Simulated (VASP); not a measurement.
Input of a VASP 6.6.1 run:

File INCAR:

```
SYSTEM = KI
PREC     = Accurate       ! precision mode
ENCUT    = 500            ! plane-wave cutoff, eV
EDIFF    = 1E-6           ! SCF threshold, eV
ISMEAR   = 0              ! smearing method
SIGMA    = 0.1            ! smearing width, eV
LREAL    = .False.        ! projectors in reciprocal space
LASPH    = .True.         ! aspherical terms in the spheres
NELM     = 200            ! most SCF steps
ALGO     = Normal         ! electronic algorithm
ISIF     = 2              ! what is computed and relaxed
LWAVE    = .False.        ! write WAVECAR
LCHARG   = .True.         ! write CHGCAR
ISPIN    = 2              ! spin polarisation
MAGMOM   = 0 2            ! initial moments
LORBIT   = 11             ! projections on sites
GGA      = CA             ! functional
LELF     = .True.         ! ELF
LVHAR    = .True.       
NBANDS   = 19             ! bands
GGA_COMPAT= .False.
```

File KPOINTS:

```
regular mesh
0
Gamma
  1 1 1
  0 0 0
```

Contents of POSCAR:

```
KI
1.0
    0.0000000000      3.5424356157      3.5424356157
    3.5424356157      0.0000000000      3.5424356157
    3.5424356157      3.5424356157      0.0000000000
K I
1 1
Direct
    0.0000000000      0.0000000000      0.0000000000
    0.5000000000      0.5000000000      0.5000000000
```

Potentials or basis: VASP PAW LDA potentials, release 64 (K_sv, I).

The run is started by

```sh
$ cat potpaw_LDA.64/K_sv/POTCAR potpaw_LDA.64/I/POTCAR > POTCAR
$ mpirun -np 1 vasp_gam > vasp.out
```

(1) Predict the pressure.

(2) Predict the band gap on the k mesh.

(3) Predict the net moment.

Results:

(1) 10.2 GPa.

(2) 2.99 eV.

(3) 0.00 μB per cell.

Caveat: the k points lie up to 1.54 Å⁻¹ apart; spin-orbit coupling is left out, which moves the levels of the heavy elements.
